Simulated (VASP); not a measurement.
# Mg (P6_3/mmc) in VASP: further runs

Aim: see how the results for Mg move with the level of theory and the settings. Levels: PBEsol, LDA. Tasks: single point.

Program: VASP 6.6.1. These are calculated values, not measurements. Logs are shortened: lines on timing, memory, paths and dates and some standing lists are left out, and cuts for length are marked.

### Step 1. The cell of the first run

It takes space group P6_3/mmc (No. 194, hexagonal). The conventional cell has a = 3.166 Å, b = 3.166 Å, c = 5.140 Å, α = 90.00°, β = 90.00°, γ = 120.00°. Within 4.1 Å of Mg (site symmetry -6m2) lie 12 Mg at 3.15 to 3.17 Å.

### Step 2. Single point, PBEsol

The input, INCAR:

```
  PREC = Accurate
  ENCUT = 520
  EDIFF = 1E-6
  ISMEAR = -1
  SIGMA = 0.05
  LREAL = F
  LASPH = T
  NELM = 80
  ALGO = Normal
  ISIF = 2
  LWAVE = F
  LCHARG = T
  GGA = PS
  LELF = T
  LVHAR = T
  NBANDS = 9
```

The input, KPOINTS:

```
Automatic mesh
0
Gamma
  10 10 5
```

The input, POSCAR:

```
Mg
1.0
    3.1659257641      0.0000000000      0.0000000000
   -1.5829628820      2.7417721382      0.0000000000
    0.0000000000      0.0000000000      5.1398819084
Mg
2
Direct
    0.6666666667      0.3333333333      0.7500000000
    0.3333333333      0.6666666667      0.2500000000
```

Potentials or basis: VASP PAW PBE potentials, release 64 (Mg).

Started as:

```
cat potpaw_PBE.64/Mg/POTCAR > POTCAR
mpirun -np 1 vasp_std > vasp.out
```

OUTCAR:

```text
PREC = Accurate
   ENCUT = 520
   EDIFF = 1E-6
   ISMEAR = -1
   LREAL = F
   LASPH = T
   NELM = 80
   ISIF = 2
   GGA = PS

 ion  position               nearest neighbor table
   1  0.667  0.333  0.750-   2 3.15   2 3.15   2 3.15   2 3.15   2 3.15   2 3.15
   2  0.333  0.667  0.250-   1 3.15   1 3.15   1 3.15   1 3.15   1 3.15   1 3.15

  LATTYP: Found a hexagonal cell.
 ALAT       =     3.1659257641
 C/A-ratio  =     1.6235004518

  Lattice vectors:

 A1 = (   3.1659257641,   0.0000000000,   0.0000000000)
 A2 = (  -1.5829628820,   2.7417721382,   0.0000000000)
 A3 = (   0.0000000000,   0.0000000000,   5.1398819084)

Analysis of symmetry for initial positions (statically):
=====================================================================
 Subroutine PRICEL returns:
 Original cell was already a primitive cell.

 Routine SETGRP: Setting up the symmetry group for a
 hexagonal supercell.

 Subroutine GETGRP returns: Found 24 space group operations
 (whereof 12 operations were pure point group operations)
 out of a pool of 24 trial point group operations.

The static configuration has the point symmetry D_3d.
 The point group associated with its full space group is D_6h.

Analysis of symmetry for dynamics (positions and initial velocities):
=====================================================================
 Subroutine PRICEL returns:
 Original cell was already a primitive cell.

 Routine SETGRP: Setting up the symmetry group for a
 hexagonal supercell.

 Subroutine GETGRP returns: Found 24 space group operations
 (whereof 12 operations were pure point group operations)
 out of a pool of 24 trial point group operations.

The dynamic configuration has the point symmetry D_3d.
 The point group associated with its full space group is D_6h.

 Subroutine INISYM returns: Found 24 space group operations
 (whereof 12 operations are pure point group operations),
 and found     1 'primitive' translations

----------------------------------------------------------------------------------------

                                     Primitive cell

  volume of cell :      44.6154

  direct lattice vectors                    reciprocal lattice vectors
     3.165925764  0.000000000  0.000000000     0.315863376  0.182363805  0.000000000
    -1.582962882  2.741772138  0.000000000     0.000000000  0.364727610  0.000000000
     0.000000000  0.000000000  5.139881908     0.000000000  0.000000000  0.194556999

  length of vectors
     3.165925764  3.165925764  5.139881908     0.364727610  0.364727610  0.194556999

  position of ions in fractional coordinates (direct lattice)
     0.666666667  0.333333333  0.750000000
     0.333333333  0.666666667  0.250000000

  ion indices of the primitive-cell ions
   primitive index   ion index
                 1           1
                 2           2

----------------------------------------------------------------------------------------

 KPOINTS: Automatic mesh

Automatic generation of k-mesh.
 Grid dimensions read from file:
 generate k-points for:   10   10    5

 Generating k-lattice:

  Cartesian coordinates                     Fractional coordinates (reciprocal lattice)
     0.031586338  0.018236381  0.000000000     0.100000000  0.000000000  0.000000000
     0.000000000  0.036472761  0.000000000     0.000000000  0.100000000  0.000000000
     0.000000000  0.000000000  0.038911400     0.000000000  0.000000000  0.200000000

  Length of vectors
     0.036472761  0.036472761  0.038911400

  Shift w.r.t. Gamma in fractional coordinates (k-lattice)
     0.000000000  0.000000000  0.000000000

 Subroutine IBZKPT returns following result:
 ===========================================

 Found     42 irreducible k-points:

 Following reciprocal coordinates:
            Coordinates               Weight
  0.000000  0.000000  0.000000      1.000000
  0.100000 -0.000000  0.000000      6.000000
  0.200000 -0.000000  0.000000      6.000000
  0.300000  0.000000  0.000000      6.000000
  0.400000 -0.000000  0.000000      6.000000
  0.500000 -0.000000  0.000000      3.000000
[... 16 lines left out ...]
  0.300000  0.100000  0.200000     24.000000
  0.400000  0.100000  0.200000     24.000000
 [... further k-points ...]
   k-points           NKPTS =     42   k-points in BZ     NKDIM =     42   number of bands    NBANDS=      9
   number of dos      NEDOS =    301   number of ions     NIONS =      2
   total plane-waves  NPLWV =  23040
   dimension x,y,z NGX =    24 NGY =   24 NGZ =   40
   dimension x,y,z NGXF=    48 NGYF=   48 NGZF=   80
   ions per type =               2
   NGX,Y,Z   is equivalent  to a cutoff of  12.60, 12.60, 12.94 a.u.
   NGXF,Y,Z  is equivalent  to a cutoff of  25.21, 25.21, 25.88 a.u.
 SYSTEM =  unknown system
   PREC   = accura    normal or accurate (medium, high low for compatibility)
   ISTART =      0    job   : 0-new  1-cont  2-samecut
   ICHARG =      2    charge: 1-file 2-atom 10-const
   ISPIN  =      1    spin polarized calculation?
   LNONCOLLINEAR =      F non collinear calculations
   LSORBIT =      F    spin-orbit coupling
   LASPH  =      T    aspherical Exc in radial PAW
   ENCUT  =  520.0 eV  38.22 Ry    6.18 a.u.   5.89  5.89  9.56*2*pi/ulx,y,z
   NELM   =     80;   NELMIN=  2; NELMDL= -5     # of ELM steps
   EDIFF  = 0.1E-05   stopping-criterion for ELM
   LREAL  =      F    real-space projection
   EDIFFG = 0.1E-04   stopping-criterion for IOM
   NSW    =      0    number of steps for IOM
   IBRION =     -1    ionic relax: 0-MD 1-quasi-New 2-CG
   NFREE  =      0    steps in history (QN), initial steepest desc. (CG)
   ISIF   =      2    stress and relaxation
   ISYM   =      2    0-nonsym 1-usesym 2-fastsym
   POTIM  = 0.5000    time-step for ionic-motion
   TEBEG  =    0.0;   TEEND  =   0.0 temperature during run
   PSTRESS=    0.0 pullay stress
   NELECT =       4.0000    total number of electrons
   NUPDOWN=      -1.0000    fix difference up-down
   EMIN   =  10.00;   EMAX   =-10.00  energy-range for DOS
   EFERMI =   0.00;   METHOD = LEGACY
   ISMEAR =    -1;   SIGMA  =   0.05  broadening in eV -4-tet -1-fermi 0-gaus
   EFERMI_NEDOS =   21; number of points for ismear=-14 and -15
   IALGO  =     38    algorithm
   IMIX   =      4    mixing-type and parameters
     AMIX     =   0.40;   BMIX     =  1.00
     AMIX_MAG =   1.60;   BMIX_MAG =  1.00
  volume/ion in A,a.u.               =      22.31       150.54
  Fermi-wavevector in a.u.,A,eV,Ry     =   0.732712  1.384624  7.304510  0.536866
  Thomas-Fermi vector in A             =   1.825242
   LORBIT       =      0    0 simple, 1 ext, 2 COOP (PROOUT), +10 PAW based schemes
   GGA     = PS    functional components
   LHFCALC =     F    Hartree Fock is set to
   AEXX    =    0.0000 exact exchange contribution
   IVDW    =     0    specifies the selected vdW correction
   LEPSILON=     F    determine dielectric tensor
   LRPA    =     F    only Hartree local field effects (RPA)
 non-spin polarized calculation
  energy-cutoff  :      520.00
  volume of cell :       44.62
 maximum number of plane-waves:      1214
 NGX is ok and might be reduce to    24
   NGX = 11   NGY = 11   NGZ = 19

 number of electron       4.0000000 magnetization

 Free energy of the ion-electron system (eV)
  ---------------------------------------------------
  ext. energy  EPLUGINS =         0.00000000
  ---------------------------------------------------
  free energy    TOTEN  =        -3.44141166 eV

  energy without entropy =       -3.43010794  energy(sigma->0) =       -3.43575980

 E-fermi :   2.7702     XC(G=0):  -8.6241

 val. band max:        2.7356324329   @ k =   0.4000   0.1000   0.4000
 cond. band min:       2.7890159703   @ k =   0.3000   0.3000   0.0000
 fundamental gap:      0.0533835374
 Fermi energy:         2.7701656475

 k-point     1 :       0.0000    0.0000    0.0000
  band No.  band energies     occupation
      1      -4.3113      2.00000
      2       1.0104      2.00000
      3       1.5047      2.00000
      4      13.8343      0.00000
      5      13.8343      0.00000
      6      14.0105      0.00000
      7      14.0105      0.00000
      8      14.7273      0.00000
      9      16.4455      0.00000

 k-point     2 :       0.1000   -0.0000    0.0000
  band No.  band energies     occupation
      1      -4.1107      2.00000
      2       1.1931      2.00000
      3       1.6988      2.00000
      4      11.0292      0.00000
      5      12.4240      0.00000
      6      13.2170      0.00000
      7      15.6417      0.00000
      8      15.6626      0.00000
      9      15.7865      0.00000

 k-point     3 :       0.2000   -0.0000    0.0000
  band No.  band energies     occupation
      1      -3.5116      2.00000
      2       1.7417      2.00000
      3       2.2685      1.99991
      4       8.0133      0.00000
      5      11.2575      0.00000
      6      11.6774      0.00000
      7      12.7847      0.00000
      8      14.1234      0.00000
      9      15.8179      0.00000

 k-point     4 :       0.3000    0.0000    0.0000
  band No.  band energies     occupation
      1      -2.5218      2.00000
      2       2.6574      1.81026
      3       3.1224      0.00174
      4       5.3622      0.00000
      5       9.9853      0.00000
      6      10.0401      0.00000
      7      10.4256      0.00000
      8      12.4638      0.00000
      9      14.8752      0.00000
[... 205 lines left out ...]
 k-point    22 :       0.2000    0.1000    0.2000
  band No.  band energies     occupation
      1      -2.6915      2.00000
      2       0.6096      2.00000
      3       4.8334      0.00000
      4       6.9686      0.00000
      5       8.6611      0.00000
      6      10.1644      0.00000
      7      11.8016      0.00000
      8      13.7735      0.00000
      9      14.1228      0.00000

 k-point    23 :       0.3000    0.1000    0.2000
  band No.  band energies     occupation
      1      -1.5158      2.00000
      2       1.7189      2.00000
      3       4.1886      0.00000
      4       6.0928      0.00000
      5       7.1715      0.00000
      6       8.4485      0.00000
      7      10.9989      0.00000
      8      11.8846      0.00000
      9      13.8395      0.00000

 k-point    24 :       0.4000    0.1000    0.2000
  band No.  band energies     occupation
      1       0.0250      2.00000
      2       1.8628      2.00000
      3       3.3604      0.00001
      4       5.1244      0.00000
      5       7.0920      0.00000
      6       8.1470      0.00000
      7       9.7094      0.00000
      8      10.9578      0.00000
      9      13.5249      0.00000

 [... further k-points ...]

------------------------ aborting loop because EDIFF is reached ----------------------------------------

  FORCE on cell =-STRESS in cart. coord.  units (eV):
  Direction    XX          YY          ZZ          XY          YZ          ZX
  --------------------------------------------------------------------------------------
  -------------------------------------------------------------------------------------
  Total        0.0001544      0.0001544      0.3022814      0.0000000      0.0000000      0.0000000
  in kB        0.0055447      0.0055447     10.8551739      0.0000000      0.0000000      0.0000000
  external PRESSURE =       3.6220878 kB  Pullay stress =       0.0000000 kB

 VOLUME and BASIS-vectors are now :
 -----------------------------------------------------------------------------
  energy-cutoff  :      520.00
  volume of cell :       44.62
      direct lattice vectors                 reciprocal lattice vectors
     3.165925764  0.000000000  0.000000000     0.315863376  0.182363805  0.000000000
    -1.582962882  2.741772138  0.000000000     0.000000000  0.364727610  0.000000000
     0.000000000  0.000000000  5.139881908     0.000000000  0.000000000  0.194556999

 POSITION                                       TOTAL-FORCE (eV/Angst)
 -----------------------------------------------------------------------------------
      1.58296      0.91392      3.85491         0.000000      0.000000      0.000000
     -0.00000      1.82785      1.28497        -0.000000     -0.000000      0.000000
 -----------------------------------------------------------------------------------
    total drift:                                0.000000     -0.000000      0.000000

  FREE ENERGIE OF THE ION-ELECTRON SYSTEM (eV)
  ---------------------------------------------------
  free  energy   TOTEN  =        -3.4414116562 eV

  energy  without entropy=       -3.4301079396  energy(sigma->0) =       -3.43575980
```

Wall time 13 s (1 thread of Intel Xeon Platinum 8375C at 2.90GHz (Ice Lake), shared host); peak memory 0.15 GiB.

What came out:

* Free energy: -3.4414 eV
* Pressure: 0.4 GPa
* Band gap on the k mesh: zero (band 2 reaches 3.39 eV, above the bottom of band 3 at 1.50 eV)

Levels at points of the mesh, in eV from the Fermi level:
```csv
k point,band 1,band 2,band 3,band 4,band 5,band 6,band 7
"(0.00, 0.00, 0.00)",-7.08,-1.76,-1.27,11.06,11.06,11.24,11.24
"(0.50, 0.00, 0.00)",-2.22,-2.18,2.67,3.00,3.33,3.74,6.99
```

Caveat: the PAW data sets were made with another functional, which shifts forces and pressure a little.

### Step 3. Single point, PBEsol

This run uses another cell than the first one, of 22.77 Å³/atom, 1.021 times its volume.

The input, INCAR:

```
  ALGO = Normal
  EDIFF = 1E-7
  ENCUT = 520
  GGA = PS
  ISIF = 2
  ISMEAR = -1
  LASPH = T
  LCHARG = F
  LREAL = F
  LWAVE = F
  NBANDS = 9
  NELM = 80
  PREC = Accurate
  SIGMA = 0.05
```

The input, KPOINTS:

```
k-points
0
Gamma
  10 10 5
```

The input, POSCAR:

```
Mg
1.0
    3.1877604248      0.0000000000      0.0000000000
   -1.5938802124      2.7606815091      0.0000000000
    0.0000000000      0.0000000000      5.1753304900
Mg
2
Direct
    0.6666666667      0.3333333333      0.7500000000
    0.3333333333      0.6666666667      0.2500000000
```

Potentials or basis: VASP PAW PBE potentials, release 64 (Mg).

Started as:

```
cat potpaw_PBE.64/Mg/POTCAR > POTCAR
mpirun -np 1 vasp_std > vasp.out
```

Run time: 15 s. Hardware: 1 thread of Intel Xeon Platinum 8375C at 2.90GHz (Ice Lake), shared host; peak memory 0.16 GiB.

It converged, with:

- Free energy: -3.4413 eV
- Pressure: -0.4 GPa
- Band gap on the k mesh: zero (band 2 reaches 3.29 eV, above the bottom of band 3 at 1.40 eV)

Stress tensor (GPa, compression positive):
```
-0.78  0.00  0.00
 0.00 -0.78  0.00
 0.00  0.00  0.34
```

Levels at points of the mesh, in eV from the Fermi level:
```csv
k point,band 1,band 2,band 3,band 4,band 5
"(0.00, 0.00, 0.00)",-6.99,-1.73,-1.27,10.94,10.94
"(0.50, 0.00, 0.00)",-2.19,-2.16,2.64,2.99,3.27
```

Caveat: the PAW data sets were made with another functional, which shifts forces and pressure a little.

### Step 4. Single point, LDA

This run uses another cell than the first one, of 23.24 Å³/atom, 1.042 times its volume.

The input, INCAR:

```
ALGO = Normal
EDIFF = 1E-6
ENCUT = 520
ISIF = 2
ISMEAR = -1
LASPH = True
LCHARG = False
LREAL = False
LWAVE = False
NBANDS = 9
NELM = 100
PREC = Accurate
SIGMA = 0.05
```

KPOINTS is that of step 3.

The input, POSCAR:

```
Mg
1.0
    3.2093000000      0.0000000000      0.0000000000
   -1.6046500000      2.7793353284      0.0000000000
    0.0000000000      0.0000000000      5.2103000000
Mg
2
Direct
    0.6666666667      0.3333333333      0.7500000000
    0.3333333333      0.6666666667      0.2500000000
```

Potentials or basis: VASP PAW LDA potentials, release 64 (Mg).

Started as:

```
cat potpaw_LDA.64/Mg/POTCAR > POTCAR
mpirun -np 1 vasp_std > vasp.out
```

Wall time 12 s (1 thread of Intel Xeon Platinum 8375C at 2.90GHz (Ice Lake), shared host); peak memory 0.14 GiB.

The run converged. Its results:

- Free energy: -3.5830 eV
- Pressure: -2.7 GPa
- Band gap on the k mesh: zero (band 2 reaches 3.10 eV, above the bottom of band 3 at 1.13 eV)

Stress tensor (GPa, compression positive):
```
-3.15  0.00  0.00
 0.00 -3.15  0.00
 0.00  0.00 -1.83
```

Levels at points of the mesh, in eV from the Fermi level:
| k point | band 1 | band 2 | band 3 | band 4 | band 5 | band 6 |
| --- | --- | --- | --- | --- | --- | --- |
| (0.00, 0.00, 0.00) | -6.89 | -1.65 | -1.30 | 10.80 | 10.80 | 10.82 |
| (0.50, 0.00, 0.00) | -2.16 | -2.12 | 2.61 | 3.04 | 3.17 | 3.60 |

### Step 5. Summary

```csv
level,potentials or basis,cell,gap on the mesh (eV),pressure (GPa)
PBEsol,"VASP PAW PBE potentials, release 64 (Mg)","a = 3.166, b = 3.166, c = 5.140 Å, angles 90.0, 90.0, 120.0°, 2 atoms",none,0.4
PBEsol,"VASP PAW PBE potentials, release 64 (Mg)","a = 3.188, b = 3.188, c = 5.175 Å, angles 90.0, 90.0, 120.0°, 2 atoms",none,-0.4
LDA,"VASP PAW LDA potentials, release 64 (Mg)","a = 3.209, b = 3.209, c = 5.210 Å, angles 90.0, 90.0, 120.0°, 2 atoms",none,-2.7
```

Alike in all rows: task single point; no spin polarisation; k mesh 10 × 10 × 5; cutoff (eV) 520; smearing fermi-dirac 0.05 eV.

Caveats: the PAW data sets were made with another functional, which shifts forces and pressure a little (some runs).

Total energies depend on the potentials used, so only differences within one code and one set of settings carry meaning.
